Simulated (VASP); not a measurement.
# Be4S (I4/mmm) in VASP: further runs

The runs below take Be4S through single point, relaxation of cell and atoms, with PBE.

Program: VASP 6.6.1. These are calculated values, not measurements. Logs are shortened: lines on timing, memory, paths and dates and some standing lists are left out, and cuts for length are marked.

## 1. The cell of the first run

Symmetry: I4/mmm, No. 139, tetragonal system. The conventional cell has a = 3.735 Å, b = 3.735 Å, c = 7.062 Å, α = 90.00°, β = 90.00°, γ = 90.00°. Within 2.3 Å of Be (site symmetry 4mm) lie 1 S at 1.73 Å. Within 2.7 Å of Be (site symmetry mmm) lie 2 S at 1.87 Å and 12 Be at 2.55 to 2.64 Å. Within 2.3 Å of S (site symmetry 4/mmm) lie 6 Be at 1.73 to 1.87 Å.

The cell was generated, and may not be a known phase.

## 2. Single point, PBE

INCAR reads:

```
PREC     = Accurate       # precision mode
ENCUT    = 520            # plane-wave cutoff, eV
EDIFF    = 1E-7           # SCF threshold, eV
ISMEAR   = 0              # smearing method
SIGMA    = 0.1            # smearing width, eV
LREAL    = F              # projectors in reciprocal space
LASPH    = T              # aspherical terms in the spheres
NELM     = 80             # most SCF steps
ALGO     = Normal         # electronic algorithm
ISIF     = 2              # what is computed and relaxed
LWAVE    = F              # write WAVECAR
LCHARG   = F              # write CHGCAR
GGA      = PE             # functional
NBANDS   = 15             # bands
```

KPOINTS reads:

```
regular mesh
0
Gamma
  6 6 6
```

POSCAR reads:

```
Be4S
1.0
   -1.8674245800      1.8674245800      3.5308260100
    1.8674245800     -1.8674245800      3.5308260100
    1.8674245800      1.8674245800     -3.5308260100
Be S
4 1
Direct
    0.2450000000      0.2450000000      0.0000000000
    0.7550000000      0.7550000000      0.0000000000
    0.5000000000      0.0000000000      0.5000000000
    0.0000000000      0.5000000000      0.5000000000
    0.0000000000      0.0000000000      0.0000000000
```

Potentials or basis: VASP PAW PBE potentials, release 64 (Be, S).

On the command line:

```bash
cat potpaw_PBE.64/Be/POTCAR potpaw_PBE.64/S/POTCAR > POTCAR
mpirun -np 1 vasp_std > vasp.out
```

OUTCAR:

```text
PREC = Accurate
   ENCUT = 520
   EDIFF = 1E-7
   ISMEAR = 0
   LREAL = F
   LASPH = T
   NELM = 80
   ISIF = 2
   GGA = PE

 ion  position               nearest neighbor table
   1  0.245  0.245  0.000-   5 1.73
   2  0.755  0.755  0.000-   5 1.73
   3  0.500  0.000  0.500-   5 1.87   5 1.87
   4  0.000  0.500  0.500-   5 1.87   5 1.87
   5  0.000  0.000  0.000-   1 1.73   2 1.73   3 1.87   4 1.87   4 1.87   3 1.87

  LATTYP: Found a body centered tetragonal cell.
 ALAT       =     3.7348491600
 C/A-ratio  =     1.8907462437

  Lattice vectors:

 A1 = (  -1.8674245800,   1.8674245800,   3.5308260100)
 A2 = (   1.8674245800,  -1.8674245800,   3.5308260100)
 A3 = (   1.8674245800,   1.8674245800,  -3.5308260100)

Analysis of symmetry for initial positions (statically):
=====================================================================
 Subroutine PRICEL returns:
 Original cell was already a primitive cell.

 Routine SETGRP: Setting up the symmetry group for a
 body centered tetragonal supercell.

 Subroutine GETGRP returns: Found 16 space group operations
 (whereof 16 operations were pure point group operations)
 out of a pool of 16 trial point group operations.

The static configuration has the point symmetry D_4h.

Analysis of symmetry for dynamics (positions and initial velocities):
=====================================================================
 Subroutine PRICEL returns:
 Original cell was already a primitive cell.

 Routine SETGRP: Setting up the symmetry group for a
 body centered tetragonal supercell.

 Subroutine GETGRP returns: Found 16 space group operations
 (whereof 16 operations were pure point group operations)
 out of a pool of 16 trial point group operations.

The dynamic configuration has the point symmetry D_4h.

 Subroutine INISYM returns: Found 16 space group operations
 (whereof 16 operations are pure point group operations),
 and found     1 'primitive' translations

----------------------------------------------------------------------------------------

                                     Primitive cell

  volume of cell :      49.2518

  direct lattice vectors                    reciprocal lattice vectors
    -1.867424580  1.867424580  3.530826010     0.000000000  0.267748430  0.141609923
     1.867424580 -1.867424580  3.530826010     0.267748430  0.000000000  0.141609923
     1.867424580  1.867424580 -3.530826010     0.267748430  0.267748430  0.000000000

  length of vectors
     4.409226853  4.409226853  4.409226853     0.302890396  0.302890396  0.378653461

  position of ions in fractional coordinates (direct lattice)
     0.245000000  0.245000000  0.000000000
     0.755000000  0.755000000  0.000000000
     0.500000000  0.000000000  0.500000000
     0.000000000  0.500000000  0.500000000
     0.000000000  0.000000000  0.000000000

  ion indices of the primitive-cell ions
   primitive index   ion index
                 1           1
                 2           2
                 3           3
                 4           4
                 5           5

----------------------------------------------------------------------------------------

 KPOINTS: regular mesh

Automatic generation of k-mesh.
 Grid dimensions read from file:
 generate k-points for:    6    6    6

 Generating k-lattice:

  Cartesian coordinates                     Fractional coordinates (reciprocal lattice)
     0.000000000  0.044624738  0.023601654     0.166666667  0.000000000  0.000000000
     0.044624738  0.000000000  0.023601654     0.000000000  0.166666667  0.000000000
     0.044624738  0.044624738  0.000000000     0.000000000  0.000000000  0.166666667

  Length of vectors
     0.050481733  0.050481733  0.063108910

  Shift w.r.t. Gamma in fractional coordinates (k-lattice)
     0.000000000  0.000000000  0.000000000

 Subroutine IBZKPT returns following result:
 ===========================================

 Found     30 irreducible k-points:

 Following reciprocal coordinates:
            Coordinates               Weight
  0.000000  0.000000  0.000000      1.000000
  0.166667  0.000000  0.000000      8.000000
  0.333333  0.000000  0.000000      8.000000
  0.500000  0.000000  0.000000      4.000000
  0.166667  0.166667  0.000000      8.000000
  0.333333  0.166667  0.000000     16.000000
[... 16 lines left out ...]
 -0.333333 -0.333333  0.166667      8.000000
 -0.166667 -0.333333  0.166667      8.000000
 [... further k-points ...]
   k-points           NKPTS =     30   k-points in BZ     NKDIM =     30   number of bands    NBANDS=     15
   number of dos      NEDOS =    301   number of ions     NIONS =      5
   total plane-waves  NPLWV =  46656
   dimension x,y,z NGX =    36 NGY =   36 NGZ =   36
   dimension x,y,z NGXF=    72 NGYF=   72 NGZF=   72
   ions per type =               4   1
   NGX,Y,Z   is equivalent  to a cutoff of  13.57, 13.57, 13.57 a.u.
   NGXF,Y,Z  is equivalent  to a cutoff of  27.15, 27.15, 27.15 a.u.
 SYSTEM =  unknown system
   PREC   = accura    normal or accurate (medium, high low for compatibility)
   ISTART =      0    job   : 0-new  1-cont  2-samecut
   ICHARG =      2    charge: 1-file 2-atom 10-const
   ISPIN  =      1    spin polarized calculation?
   LNONCOLLINEAR =      F non collinear calculations
   LSORBIT =      F    spin-orbit coupling
   LASPH  =      T    aspherical Exc in radial PAW
   ENCUT  =  520.0 eV  38.22 Ry    6.18 a.u.   8.20  8.20  8.20*2*pi/ulx,y,z
   NELM   =     80;   NELMIN=  2; NELMDL= -5     # of ELM steps
   EDIFF  = 0.1E-06   stopping-criterion for ELM
   LREAL  =      F    real-space projection
   EDIFFG = 0.1E-05   stopping-criterion for IOM
   NSW    =      0    number of steps for IOM
   IBRION =     -1    ionic relax: 0-MD 1-quasi-New 2-CG
   NFREE  =      0    steps in history (QN), initial steepest desc. (CG)
   ISIF   =      2    stress and relaxation
   ISYM   =      2    0-nonsym 1-usesym 2-fastsym
   POTIM  = 0.5000    time-step for ionic-motion
   TEBEG  =    0.0;   TEEND  =   0.0 temperature during run
   PSTRESS=    0.0 pullay stress
   NELECT =      14.0000    total number of electrons
   NUPDOWN=      -1.0000    fix difference up-down
   EMIN   =  10.00;   EMAX   =-10.00  energy-range for DOS
   EFERMI =   0.00;   METHOD = LEGACY
   ISMEAR =     0;   SIGMA  =   0.10  broadening in eV -4-tet -1-fermi 0-gaus
   EFERMI_NEDOS =   21; number of points for ismear=-14 and -15
   IALGO  =     38    algorithm
   IMIX   =      4    mixing-type and parameters
     AMIX     =   0.40;   BMIX     =  1.00
     AMIX_MAG =   1.60;   BMIX_MAG =  1.00
  volume/ion in A,a.u.               =       9.85        66.47
  Fermi-wavevector in a.u.,A,eV,Ry     =   1.076407  2.034115 15.764431  1.158653
  Thomas-Fermi vector in A             =   2.212291
   LORBIT       =      0    0 simple, 1 ext, 2 COOP (PROOUT), +10 PAW based schemes
   GGA     = PE    functional components
   LHFCALC =     F    Hartree Fock is set to
   AEXX    =    0.0000 exact exchange contribution
   IVDW    =     0    specifies the selected vdW correction
   LEPSILON=     F    determine dielectric tensor
   LRPA    =     F    only Hartree local field effects (RPA)
 non-spin polarized calculation
 Gauss-broadening in eV      SIGMA  =   0.10
  energy-cutoff  :      520.00
  volume of cell :       49.25
 maximum number of plane-waves:      1342
 NGX is ok and might be reduce to    36
   NGX = 17   NGY = 17   NGZ = 17

 number of electron      14.0000000 magnetization

 Free energy of the ion-electron system (eV)
  ---------------------------------------------------
  ext. energy  EPLUGINS =         0.00000000
  ---------------------------------------------------
  free energy    TOTEN  =       -12.98192312 eV

  energy without entropy =      -12.97252385  energy(sigma->0) =      -12.97722348

 E-fermi :   7.7288     XC(G=0): -10.4621

 val. band max:        7.7159774770   @ k =  -0.1667  -0.3333   0.1667
 cond. band min:       7.7408645658   @ k =  -0.1667   0.3333   0.1667
 fundamental gap:      0.0248870888
 Fermi energy:         7.7287828093

 k-point     1 :       0.0000    0.0000    0.0000
  band No.  band energies     occupation
      1     -10.2489      2.00000
      2      -0.9631      2.00000
      3      -0.5679      2.00000
      4      -0.5679      2.00000
      5       2.6038      2.00000
      6       6.9474      2.00000
      7       6.9474      2.00000
      8       8.4385      0.00000
      9       9.3541      0.00000
     10       9.3685      0.00000
     11       9.7295      0.00000
     12      11.5947      0.00000
     13      11.5947      0.00000
     14      13.9015      0.00000
     15      18.2944      0.00000

 k-point     2 :       0.1667    0.0000    0.0000
  band No.  band energies     occupation
      1     -10.1808      2.00000
      2      -1.3252      2.00000
      3      -0.8834      2.00000
      4      -0.5332      2.00000
      5       3.5155      2.00000
      6       5.6161      2.00000
      7       7.3241      2.00000
      8       8.3980      0.00000
      9       9.1682      0.00000
     10       9.9917      0.00000
     11      10.2712      0.00000
     12      11.2167      0.00000
     13      11.9271      0.00000
     14      16.3588      0.00000
     15      16.7397      0.00000

 k-point     3 :       0.3333    0.0000    0.0000
  band No.  band energies     occupation
      1     -10.0366      2.00000
      2      -2.1788      2.00000
      3      -0.9319      2.00000
      4      -0.4520      2.00000
      5       3.5591      2.00000
      6       6.0009      2.00000
      7       7.5509      1.98813
      8       8.5614      0.00000
      9       8.9024      0.00000
     10       9.5271      0.00000
     11      10.9338      0.00000
     12      12.0491      0.00000
     13      14.0712      0.00000
     14      14.4188      0.00000
     15      15.2442      0.00000

 k-point     4 :       0.5000    0.0000    0.0000
  band No.  band energies     occupation
      1      -9.9601      2.00000
      2      -2.5240      2.00000
      3      -0.9431      2.00000
      4      -0.4046      2.00000
      5       3.1174      2.00000
      6       7.1085      2.00000
      7       7.1869      2.00000
      8       8.4198      0.00000
      9       8.8148      0.00000
     10      11.0439      0.00000
     11      11.0673      0.00000
     12      12.0582      0.00000
     13      13.1959      0.00000
     14      13.9408      0.00000
     15      14.7784      0.00000
[... 307 lines left out ...]
 k-point    22 :      -0.1667    0.5000    0.1667
  band No.  band energies     occupation
      1      -9.9565      2.00000
      2      -2.3474      2.00000
      3      -1.4308      2.00000
      4      -0.6044      2.00000
      5       4.0256      2.00000
      6       6.7198      2.00000
      7       7.5612      1.98223
      8       7.8032      0.29253
      9      10.1347      0.00000
     10      11.1184      0.00000
     11      11.3509      0.00000
     12      12.4266      0.00000
     13      12.4426      0.00000
     14      13.7947      0.00000
     15      14.8857      0.00000

 k-point    23 :      -0.3333   -0.3333    0.1667
  band No.  band energies     occupation
      1      -9.9776      2.00000
      2      -2.2209      2.00000
      3      -1.1681      2.00000
      4      -1.1552      2.00000
      5       4.8418      2.00000
      6       5.9848      2.00000
      7       6.9266      2.00000
      8       8.8737      0.00000
      9       9.5175      0.00000
     10      11.4154      0.00000
     11      12.2979      0.00000
     12      12.3060      0.00000
     13      12.8645      0.00000
     14      14.3728      0.00000
     15      15.4026      0.00000

 k-point    24 :      -0.1667   -0.3333    0.1667
  band No.  band energies     occupation
      1     -10.0677      2.00000
      2      -2.0222      2.00000
      3      -1.1155      2.00000
      4      -0.7544      2.00000
      5       4.1361      2.00000
      6       6.2112      2.00000
      7       7.7160      1.14371
      8       8.1091      0.00000
      9       9.3831      0.00000
     10      10.9674      0.00000
     11      11.2850      0.00000
     12      11.9129      0.00000
     13      13.1679      0.00000
     14      14.8818      0.00000
     15      15.1458      0.00000

 [... further k-points ...]

------------------------ aborting loop because EDIFF is reached ----------------------------------------

  FORCE on cell =-STRESS in cart. coord.  units (eV):
  Direction    XX          YY          ZZ          XY          YZ          ZX
  --------------------------------------------------------------------------------------
  -------------------------------------------------------------------------------------
  Total        9.3773525      9.3773525     15.7150068      0.0000000      0.0000000      0.0000000
  in kB      305.0481352    305.0481352    511.2139606      0.0000000      0.0000000      0.0000000
  external PRESSURE =     373.7700770 kB  Pullay stress =       0.0000000 kB

 VOLUME and BASIS-vectors are now :
 -----------------------------------------------------------------------------
  energy-cutoff  :      520.00
  volume of cell :       49.25
      direct lattice vectors                 reciprocal lattice vectors
    -1.867424580  1.867424580  3.530826010     0.000000000  0.267748430  0.141609923
     1.867424580 -1.867424580  3.530826010     0.267748430  0.000000000  0.141609923
     1.867424580  1.867424580 -3.530826010     0.267748430  0.267748430  0.000000000

 POSITION                                       TOTAL-FORCE (eV/Angst)
 -----------------------------------------------------------------------------------
      0.00000      0.00000      1.73010         0.000000      0.000000      5.091574
      0.00000      0.00000      5.33155        -0.000000     -0.000000     -5.091574
      0.00000      1.86742      0.00000        -0.000000     -0.000000      0.000000
      1.86742      0.00000      0.00000        -0.000000     -0.000000      0.000000
      0.00000      0.00000      0.00000        -0.000000     -0.000000      0.000000
 -----------------------------------------------------------------------------------
    total drift:                               -0.000000      0.000000      0.000000

  FREE ENERGIE OF THE ION-ELECTRON SYSTEM (eV)
  ---------------------------------------------------
  free  energy   TOTEN  =       -12.9819231172 eV

  energy  without entropy=      -12.9725238504  energy(sigma->0) =      -12.97722348
```

Run time: 46 s. Hardware: 1 thread of Intel Xeon 8259CL, shared host; peak memory 0.2 GiB.

Results:

| Property | Result |
| --- | --- |
| Free energy | -12.9819 eV |
| Pressure | 37.4 GPa |
| Largest force | 5.092 eV/Å |
| Band gap on the k mesh | zero (bands 7 and 8 overlap by 1.08 eV) |

Forces in eV/Å, atoms in the order of the input:
```
Be   0.000  0.000  5.092
Be   0.000  0.000 -5.092
Be   0.000  0.000  0.000
Be   0.000  0.000  0.000
S    0.000  0.000  0.000
```

Levels at points of the mesh, in eV from the Fermi level:
| k point | band 3 | band 4 | band 5 | band 6 | band 7 | band 8 | band 9 | band 10 | band 11 | band 12 |
| --- | --- | --- | --- | --- | --- | --- | --- | --- | --- | --- |
| (0.00, 0.00, 0.00) | -8.30 | -8.30 | -5.12 | -0.78 | -0.78 | 0.71 | 1.63 | 1.64 | 2.00 | 3.87 |
| (0.50, 0.00, 0.00) | -8.67 | -8.13 | -4.61 | -0.62 | -0.54 | 0.69 | 1.09 | 3.32 | 3.34 | 4.33 |
| (0.50, 0.50, 0.00) | -8.41 | -8.36 | -5.32 | -4.83 | 0.68 | 0.99 | 1.17 | 2.98 | 3.29 | 6.29 |
| (0.50, 0.50, 0.50) | -8.84 | -8.84 | -2.74 | -1.48 | -0.33 | 2.32 | 2.32 | 5.00 | 5.00 | 5.57 |

Caveat: the stress differs along the axes, from 31 to 51 GPa; forces of over 1 eV/Å act on the atoms, so gaps and moduli don't describe the material at rest.

## 3. Single point, PBE

This run uses another cell than the first one, of 11.76 Å³/atom.

INCAR reads:

```
PREC     = Accurate       # precision mode
ENCUT    = 520            # plane-wave cutoff, eV
EDIFF    = 1E-6           # SCF threshold, eV
ISMEAR   = 0              # smearing method
SIGMA    = 0.1            # smearing width, eV
LREAL    = False          # projectors in reciprocal space
LASPH    = True           # aspherical terms in the spheres
NELM     = 100            # most SCF steps
ALGO     = Normal         # electronic algorithm
ISIF     = 2              # what is computed and relaxed
LWAVE    = False          # write WAVECAR
LCHARG   = False          # write CHGCAR
GGA      = PE             # functional
NBANDS   = 15             # bands
```

KPOINTS is that of step 2.

POSCAR reads:

```
Be4S
1.0
   -2.2454851889      2.2454851889      2.9151963288
    2.2454851889     -2.2454851889      2.9151963288
    2.2454851889      2.2454851889     -2.9151963288
Be S
4 1
Direct
    0.3338045245      0.3338045245      0.0000000000
    0.6661954755      0.6661954755      0.0000000000
    0.5000000000      0.0000000000      0.5000000000
    0.0000000000      0.5000000000      0.5000000000
    0.0000000000      0.0000000000      0.0000000000
```

Potentials or basis: VASP PAW PBE potentials, release 64 (Be, S).

On the command line:

```bash
cat potpaw_PBE.64/Be/POTCAR potpaw_PBE.64/S/POTCAR > POTCAR
mpirun -np 1 vasp_std > vasp.out
```

It took 31 s on 1 thread of Intel Xeon 8259CL, shared host; peak memory 0.17 GiB.

Results (log left out):

```yaml
Free_energy: -16.3601 eV
Pressure: 0.3 GPa
Largest_force: 0.003 eV/Å
Band_gap_on_the_k_mesh: zero (bands 7 and 8 overlap by 2.41 eV)
```

Forces on the atoms (eV/Å):
```
Be   0.000  0.000  0.003
Be   0.000  0.000 -0.003
Be   0.000  0.000  0.000
Be   0.000  0.000  0.000
S    0.000  0.000  0.000
```

Stress tensor (GPa, compression positive):
```
0.42 0.00 0.00
0.00 0.42 0.00
0.00 0.00 0.03
```

Levels at points of the mesh, in eV from the Fermi level:
```tsv
k point	band 5	band 6	band 7	band 8	band 9	band 10
(0.00, 0.00, 0.00)	-5.33	0.09	0.09	0.86	0.89	0.89
(0.50, 0.00, 0.00)	-3.27	-2.19	-1.76	1.05	1.66	3.34
(0.50, 0.50, 0.00)	-5.18	-2.69	1.42	1.70	3.38	3.48
(0.50, 0.50, 0.50)	-4.53	-1.78	0.96	0.96	1.06	4.36
```

(Continued in part 2 of 2.)

The gap in the log of VASP goes by the Fermi energy; the results here count the filled bands.